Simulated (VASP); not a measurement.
**Fe: single point with BLYP**

The system is Fe.

```
CELL_PARAMETERS angstrom
2.46277 0.00000 0.00000
-1.23139 2.13282 0.00000
0.00000 0.00000 3.88385
ATOMIC_POSITIONS crystal
Fe 0.33333 0.66667 0.25000
Fe 0.66667 0.33333 0.75000
```

This isn't the form of Fe at room conditions, which is bcc.

```json
{
 "Program": "VASP 6.6.1",
 "Task": "single point",
 "Functional": "BLYP",
 "Potentials or basis": "VASP PAW PBE potentials, release 64 (Fe)",
 "Cutoff": "520 eV",
 "k mesh": "16 × 16 × 9",
 "Occupations": "fermi-dirac, width 0.1 eV",
 "Spin": "no spin polarisation"
}
```

```
Pressure               : 11.5 GPa
Band gap on the k mesh : zero (bands 8 and 9 overlap by 1.87 eV)
```

Stress tensor (GPa, compression positive):
```
11.31  0.00  0.00
 0.00 11.31  0.00
 0.00  0.00 11.83
```

Levels at points of the mesh, in eV from the Fermi level:
```
           k point  band 6  band 7  band 8  band 9  band 10  band 11
(0.00, 0.00, 0.00)   -1.19   -1.19   -0.87   -0.87     0.71     0.71
(0.50, 0.00, 0.00)   -1.49   -1.04    0.80    1.03     1.08     2.77
```

Wall time 27 s on 1 thread of Intel(R) Xeon(R) 6975P-C (Granite Rapids), on a shared host, peak memory 0.15 GiB.

Caveat: the cell stands under pressure; the PAW data sets were made with another functional, which shifts forces and pressure a little; the run has no spin polarisation, though such a crystal can be magnetic. Spin polarisation is off, so any magnetic state and its effect on volume and gap are missing.
